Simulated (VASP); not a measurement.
# La (P6_3/mmc) in VASP: further runs

The runs below take La through single point, with r2SCAN+D3(BJ).

Program: VASP 6.6.1. These are calculated values, not measurements. Logs are shortened: lines on timing, memory, paths and dates and some standing lists are left out, and cuts for length are marked.

## Step 1: The cell of the first run

Symmetry: P6_3/mmc, No. 194, hexagonal system. Conventional cell: a = 3.750 Å, b = 3.750 Å, c = 6.070 Å, α = 90.00°, β = 90.00°, γ = 120.00°. La (site symmetry -6m2) has 12 La at 3.73 to 3.75 Å within 4.9 Å.

## Step 2: Single point, r2SCAN+D3(BJ)

The input, POSCAR:

```
La
1.0
    3.7500000000      0.0000000000      0.0000000000
   -1.8750000000      3.2476000000      0.0000000000
    0.0000000000      0.0000000000      6.0700000000
La
2
Direct
    0.3333333333      0.6666666667      0.2500000000
    0.6666666667      0.3333333333      0.7500000000
```

The input, INCAR.step1:

```
  PREC = Accurate
  ENCUT = 550
  ISMEAR = 1
  SIGMA = 0.1
  LREAL = False
  LASPH = True
  NELM = 200
  ISYM = -1
  NBANDS = 18
  GGA = PE
  ALGO = Normal
  EDIFF = 1E-5
  LWAVE = True
  LCHARG = False
  GGA_COMPAT = False
  LMAXMIX = 6
```

The input, INCAR.step2:

```
  PREC = Accurate
  ENCUT = 550
  EDIFF = 1E-6
  ISMEAR = 1
  SIGMA = 0.1
  LREAL = False
  LASPH = True
  NELM = 200
  ALGO = Normal
  ISIF = 2
  LWAVE = False
  LCHARG = False
  METAGGA = R2SCAN
  LMIXTAU = True
  IVDW = 12
  VDW_S6 = 1.0
  VDW_S8 = 0.78981345
  VDW_A1 = 0.49484001
  VDW_A2 = 5.73083694
  ISYM = -1
  NBANDS = 18
  ISTART = 1
  GGA_COMPAT = False
  LMAXMIX = 6
```

The input, KPOINTS:

```
explicit points
54
Reciprocal
  0.08333333   0.08333333   0.00000000 2
  0.08333333   0.08333333   0.33333333 2
  0.08333333   0.08333333   0.66666667 2
  0.08333333   0.25000000   0.00000000 2
  0.08333333   0.25000000   0.33333333 2
  0.08333333   0.25000000   0.66666667 2
  0.08333333   0.41666667   0.00000000 2
  0.08333333   0.41666667   0.33333333 2
  0.08333333   0.41666667   0.66666667 2
  0.08333333   0.58333333   0.00000000 2
  0.08333333   0.58333333   0.33333333 2
  0.08333333   0.58333333   0.66666667 2
  0.08333333   0.75000000   0.00000000 2
  0.08333333   0.75000000   0.33333333 2
  0.08333333   0.75000000   0.66666667 2
  0.08333333   0.91666667   0.00000000 2
  0.08333333   0.91666667   0.33333333 2
  0.08333333   0.91666667   0.66666667 2
  0.25000000   0.08333333   0.00000000 2
  0.25000000   0.08333333   0.33333333 2
  0.25000000   0.08333333   0.66666667 2
  0.25000000   0.25000000   0.00000000 2
  0.25000000   0.25000000   0.33333333 2
  0.25000000   0.25000000   0.66666667 2
  0.25000000   0.41666667   0.00000000 2
  0.25000000   0.41666667   0.33333333 2
  0.25000000   0.41666667   0.66666667 2
  0.25000000   0.58333333   0.00000000 2
  0.25000000   0.58333333   0.33333333 2
  0.25000000   0.58333333   0.66666667 2
  0.25000000   0.75000000   0.00000000 2
  0.25000000   0.75000000   0.33333333 2
  0.25000000   0.75000000   0.66666667 2
  0.25000000   0.91666667   0.00000000 2
  0.25000000   0.91666667   0.33333333 2
  0.25000000   0.91666667   0.66666667 2
  0.41666667   0.08333333   0.00000000 2
  0.41666667   0.08333333   0.33333333 2
  0.41666667   0.08333333   0.66666667 2
  0.41666667   0.25000000   0.00000000 2
  0.41666667   0.25000000   0.33333333 2
  0.41666667   0.25000000   0.66666667 2
  0.41666667   0.41666667   0.00000000 2
  0.41666667   0.41666667   0.33333333 2
  0.41666667   0.41666667   0.66666667 2
  0.41666667   0.58333333   0.00000000 2
  0.41666667   0.58333333   0.33333333 2
  0.41666667   0.58333333   0.66666667 2
  0.41666667   0.75000000   0.00000000 2
  0.41666667   0.75000000   0.33333333 2
  0.41666667   0.75000000   0.66666667 2
  0.41666667   0.91666667   0.00000000 2
  0.41666667   0.91666667   0.33333333 2
  0.41666667   0.91666667   0.66666667 2
```

Potentials or basis: VASP PAW PBE potentials, release 64 (La).

Run with:

```console
cat potpaw_PBE.64/La/POTCAR > POTCAR
cp INCAR.step1 INCAR
mpirun -np 1 vasp_std > vasp.out
cp INCAR.step2 INCAR
mpirun -np 1 vasp_std > vasp.out
```

OUTCAR:

```text
PREC = Accurate
   ENCUT = 550
   EDIFF = 1E-6
   ISMEAR = 1
   LREAL = False
   LASPH = True
   NELM = 200
   ISIF = 2
   METAGGA = R2SCAN
   IVDW = 12
   ISYM = -1
   ISTART = 1
 IVDW          = 12

 ion  position               nearest neighbor table
   1  0.333  0.667  0.250-
   2  0.667  0.333  0.750-

IMPORTANT INFORMATION: All symmetrisations will be switched off!
NOSYMM: (Re-)initialisation of all symmetry stuff for point group C_1.

----------------------------------------------------------------------------------------

                                     Primitive cell

  volume of cell :      73.9235

  direct lattice vectors                    reciprocal lattice vectors
     3.750000000  0.000000000  0.000000000     0.266666667  0.153959847  0.000000000
    -1.875000000  3.247600000  0.000000000     0.000000000  0.307919695  0.000000000
     0.000000000  0.000000000  6.070000000     0.000000000  0.000000000  0.164744646

  length of vectors
     3.750000000  3.750004101  6.070000000     0.307920031  0.307919695  0.164744646

  position of ions in fractional coordinates (direct lattice)
     0.333333333  0.666666667  0.250000000
     0.666666667  0.333333333  0.750000000

  ion indices of the primitive-cell ions
   primitive index   ion index
                 1           1
                 2           2

----------------------------------------------------------------------------------------

 KPOINTS: explicit points

Read explicit list of k-points.

 Found     54 k-points:

 Following reciprocal coordinates:
            Coordinates               Weight
  0.083333  0.083333  0.000000      0.018519
  0.083333  0.083333  0.333333      0.018519
  0.083333  0.083333  0.666667      0.018519
  0.083333  0.250000  0.000000      0.018519
  0.083333  0.250000  0.333333      0.018519
  0.083333  0.250000  0.666667      0.018519
[... 16 lines left out ...]
  0.250000  0.250000  0.333333      0.018519
  0.250000  0.250000  0.666667      0.018519
 [... further k-points ...]
   k-points           NKPTS =     54   k-points in BZ     NKDIM =     54   number of bands    NBANDS=     18
   number of dos      NEDOS =    301   number of ions     NIONS =      2
   total plane-waves  NPLWV =  43200
   dimension x,y,z NGX =    30 NGY =   30 NGZ =   48
   dimension x,y,z NGXF=    60 NGYF=   60 NGZF=   96
   ions per type =               2
   NGX,Y,Z   is equivalent  to a cutoff of  13.30, 13.30, 13.15 a.u.
   NGXF,Y,Z  is equivalent  to a cutoff of  26.60, 26.60, 26.29 a.u.
 SYSTEM =  unknown system
   PREC   = accura    normal or accurate (medium, high low for compatibility)
   ISTART =      1    job   : 0-new  1-cont  2-samecut
   ICHARG =      0    charge: 1-file 2-atom 10-const
   ISPIN  =      1    spin polarized calculation?
   LNONCOLLINEAR =      F non collinear calculations
   LSORBIT =      F    spin-orbit coupling
   LASPH  =      T    aspherical Exc in radial PAW
   ENCUT  =  550.0 eV  40.42 Ry    6.36 a.u.   7.17  7.17 11.61*2*pi/ulx,y,z
   NELM   =    200;   NELMIN=  2; NELMDL=  0     # of ELM steps
   EDIFF  = 0.1E-05   stopping-criterion for ELM
   LREAL  =      F    real-space projection
   EDIFFG = 0.1E-04   stopping-criterion for IOM
   NSW    =      0    number of steps for IOM
   IBRION =     -1    ionic relax: 0-MD 1-quasi-New 2-CG
   NFREE  =      0    steps in history (QN), initial steepest desc. (CG)
   ISIF   =      2    stress and relaxation
   ISYM   =     -1    0-nonsym 1-usesym 2-fastsym
   POTIM  = 0.5000    time-step for ionic-motion
   TEBEG  =    0.0;   TEEND  =   0.0 temperature during run
   PSTRESS=    0.0 pullay stress
   NELECT =      22.0000    total number of electrons
   NUPDOWN=      -1.0000    fix difference up-down
   EMIN   =  10.00;   EMAX   =-10.00  energy-range for DOS
   EFERMI =   0.00;   METHOD = LEGACY
   ISMEAR =     1;   SIGMA  =   0.10  broadening in eV -4-tet -1-fermi 0-gaus
   EFERMI_NEDOS =   21; number of points for ismear=-14 and -15
   IALGO  =     38    algorithm
   IMIX   =      4    mixing-type and parameters
     AMIX     =   0.40;   BMIX     =  1.00
     AMIX_MAG =   1.60;   BMIX_MAG =  1.00
  volume/ion in A,a.u.               =      36.96       249.43
  Fermi-wavevector in a.u.,A,eV,Ry     =   1.093004  2.065477 16.254291  1.194657
  Thomas-Fermi vector in A             =   2.229280
   LORBIT       =      0    0 simple, 1 ext, 2 COOP (PROOUT), +10 PAW based schemes
   METAGGA = R2SCAN    functional components
   LHFCALC =     F    Hartree Fock is set to
   AEXX    =    0.0000 exact exchange contribution
   IVDW    =    12    specifies the selected vdW correction
   LEPSILON=     F    determine dielectric tensor
   LRPA    =     F    only Hartree local field effects (RPA)
 non-spin polarized calculation
 Methfessel and Paxton  Order N= 1 SIGMA  =   0.10
  energy-cutoff  :      550.00
  volume of cell :       73.92
 maximum number of plane-waves:      2178
 NGX is ok and might be reduce to    30
   NGX = 15   NGY = 15   NGZ = 23

 number of electron      21.9999997 magnetization

 Free energy of the ion-electron system (eV)
  ---------------------------------------------------
  ext. energy  EPLUGINS =         0.00000000
  ---------------------------------------------------
  free energy    TOTEN  =       -59.47397198 eV

  energy without entropy =      -59.47275042  energy(sigma->0) =      -59.47356479

 E-fermi :   8.0105     XC(G=0): -10.2391

 val. band max:        7.9920050828   @ k =   0.2500   0.7500   0.0000
 cond. band min:       8.0263007467   @ k =   0.4167   0.7500   0.0000
 fundamental gap:      0.0342956639
 Fermi energy:         8.0105434883

 k-point     1 :       0.0833    0.0833    0.0000
  band No.  band energies     occupation
      1     -26.0229      2.00000
      2     -25.8178      2.00000
      3      -9.9198      2.00000
      4      -8.9634      2.00000
      5      -8.8772      2.00000
      6      -8.7518      2.00000
[... 10 lines left out ...]
     17      10.0295      0.00000
     18      10.0885      0.00000
[... 463 lines left out ...]
 k-point    24 :       0.2500    0.2500    0.6667
  band No.  band energies     occupation
      1     -25.8269      2.00000
      2     -25.7890      2.00000
      3      -9.7558      2.00000
      4      -9.7165      2.00000
      5      -9.2816      2.00000
      6      -9.1528      2.00000
[... 10 lines left out ...]
     17      10.2038      0.00000
     18      10.2400      0.00000

 [... further k-points ...]

------------------------ aborting loop because EDIFF is reached ----------------------------------------

 Edisp (eV)   -0.39373

 E8    (eV) :    -0.1855

  FORCE on cell =-STRESS in cart. coord.  units (eV):
  Direction    XX          YY          ZZ          XY          YZ          ZX
  --------------------------------------------------------------------------------------
  -------------------------------------------------------------------------------------
  Total       0.26557     0.02917    -0.72651    -0.20475    -0.00001     0.00000
  in kB       5.75572     0.63221   -15.74604    -4.43754    -0.00017     0.00006
  external pressure =       -3.12 kB  Pullay stress =        0.00 kB

 VOLUME and BASIS-vectors are now :
 -----------------------------------------------------------------------------
  energy-cutoff  :      550.00
  volume of cell :       73.92
      direct lattice vectors                 reciprocal lattice vectors
     3.750000000  0.000000000  0.000000000     0.266666667  0.153959847  0.000000000
    -1.875000000  3.247600000  0.000000000     0.000000000  0.307919695  0.000000000
     0.000000000  0.000000000  6.070000000     0.000000000  0.000000000  0.164744646

 POSITION                                       TOTAL-FORCE (eV/Angst)
 -----------------------------------------------------------------------------------
     -0.00000      2.16507      1.51750        -0.050538      0.029176      0.000020
      1.87500      1.08253      4.55250         0.050538     -0.029176     -0.000020
 -----------------------------------------------------------------------------------
    total drift:                                0.000018      0.000001     -0.000012

  FREE ENERGIE OF THE ION-ELECTRON SYSTEM (eV)
  ---------------------------------------------------
  free  energy   TOTEN  =       -59.8677048836 eV

  energy  without entropy=      -59.8664833252  energy(sigma->0) =      -59.86729770
```

Run time: 3.7 min. Hardware: 1 thread of Intel Xeon Platinum 8488C (Sapphire Rapids), shared host; peak memory 0.27 GiB.

What came out:

| Property | Result |
| --- | --- |
| Free energy | -59.8677 eV |
| Pressure | -0.3 GPa |
| Largest force | 0.058 eV/Å |
| Band gap on the k mesh | zero (bands 11 and 12 overlap by 0.96 eV) |
| Dispersion energy per atom | -0.197 eV |

Forces in eV/Å, atoms in the order of the input:
```
La  -0.051  0.029  0.000
La   0.051 -0.029  0.000
```

Stress tensor (GPa, compression positive):
```
 0.58 -0.44  0.00
-0.44  0.06  0.00
 0.00  0.00 -1.57
```

Caveat: three body term missing; the PAW data sets were made with another functional, which shifts forces and pressure a little; spin-orbit coupling is left out, which moves the levels of the heavy elements.

## Step 3: Single point, r2SCAN+D3(BJ)

POSCAR is that of step 2.

The input, INCAR.step1:

```
SYSTEM = La
  PREC = Accurate
  ENCUT = 550
  ISMEAR = 1
  SIGMA = 0.1
  LREAL = .FALSE.
  LASPH = .TRUE.
  NELM = 200
  ISYM = -1
  NBANDS = 18
  GGA = PE
  ALGO = Normal
  EDIFF = 1E-5
  LWAVE = .TRUE.
  LCHARG = .FALSE.
  GGA_COMPAT = .FALSE.
  LMAXMIX = 6
```

The input, INCAR.step2:

```
SYSTEM = La
  PREC = Accurate
  ENCUT = 550
  EDIFF = 1E-6
  ISMEAR = 1
  SIGMA = 0.1
  LREAL = .FALSE.
  LASPH = .TRUE.
  NELM = 200
  ALGO = Normal
  ISIF = 2
  LWAVE = .FALSE.
  LCHARG = .TRUE.
  METAGGA = R2SCAN
  LMIXTAU = .TRUE.
  IVDW = 12
  VDW_S6 = 1.0
  VDW_S8 = 0.78981345
  VDW_A1 = 0.49484001
  VDW_A2 = 5.73083694
  LELF = .TRUE.
  LVHAR = .TRUE.
  ISYM = -1
  NBANDS = 18
  ISTART = 1
  GGA_COMPAT = .FALSE.
  LMAXMIX = 6
```

KPOINTS is that of step 2.

Potentials or basis: VASP PAW PBE potentials, release 64 (La).

Run with:

```console
cat potpaw_PBE.64/La/POTCAR > POTCAR
cp INCAR.step1 INCAR
mpirun -np 1 vasp_std > vasp.out
cp INCAR.step2 INCAR
mpirun -np 1 vasp_std > vasp.out
```

Run time: 4 min. Hardware: 1 thread of Intel Xeon Platinum 8488C (Sapphire Rapids), shared host; peak memory 0.26 GiB.

Results (log left out):

- Free energy: -59.8677 eV
- Pressure: -0.3 GPa
- Largest force: 0.058 eV/Å
- Band gap on the k mesh: zero (bands 11 and 12 overlap by 0.96 eV)
- Dispersion energy per atom: -0.197 eV

Forces on the atoms (eV/Å):
```
La  -0.051  0.029  0.000
La   0.051 -0.029  0.000
```

Stress tensor (GPa, compression positive):
```
 0.58 -0.44  0.00
-0.44  0.06  0.00
 0.00  0.00 -1.57
```

Levels at points of the mesh, in eV from the Fermi level:
| k point | band 8 | band 9 | band 10 | band 11 | band 12 | band 13 | band 14 | band 15 |
| --- | --- | --- | --- | --- | --- | --- | --- | --- |
| (0.08, 0.08, 0.00) | -16.57 | -2.76 | -1.35 | 0.43 | 1.09 | 1.34 | 1.43 | 1.73 |

Caveat: three body term missing; the PAW data sets were made with another functional, which shifts forces and pressure a little; spin-orbit coupling is left out, which moves the levels of the heavy elements.

The gap in the log of VASP goes by the Fermi energy; the results here count the filled bands.